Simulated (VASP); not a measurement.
A run of VASP 6.6.1:

The input INCAR:

```
ALGO = Normal ; EDIFF = 1E-6
ENCUT = 520 ; GGA = PE
ISIF = 2 ; ISMEAR = 0
ISPIN = 2 ; LASPH = True
LCHARG = False ; LMAXMIX = 4
LORBIT = 11 ; LREAL = False
LWAVE = False ; MAGMOM = 1.13 1.13 0 0
NBANDS = 29 ; NELM = 150
PREC = Accurate ; SIGMA = 0.1
```

The input KPOINTS:

```
k-points
0
Gamma
  6 6 4
```

The input POSCAR:

```
MnSi
1.0
    3.7671826354      0.0000000000      0.0000000000
    0.0000000000      3.7671826354      0.0000000000
    0.0000000000      0.0000000000      3.2309033016
Mn Si
2 2
Direct
    0.0000000000      0.5000000000      0.4999316167
    0.5000000000      0.0000000000      0.5000683833
    0.0000000000      0.0000000000      0.0000000000
    0.5000000000      0.5000000000      0.0000000000
```

Potentials or basis: VASP PAW PBE potentials, release 64 (Mn_pv, Si).

Command:

```sh
$ cat potpaw_PBE.64/Mn_pv/POTCAR potpaw_PBE.64/Si/POTCAR > POTCAR
$ mpirun -np 1 vasp_std > vasp.out
```

Hardware: 1 thread of Intel(R) Xeon(R) 6975P-C (Granite Rapids), with other jobs on the host.

Question: How long does it take, and how much memory?

Answer: It took 28 s on 1 thread of Intel(R) Xeon(R) 6975P-C (Granite Rapids) (shared host), peak memory 0.19 GiB. Counts: scf iterations 16, k points 30.
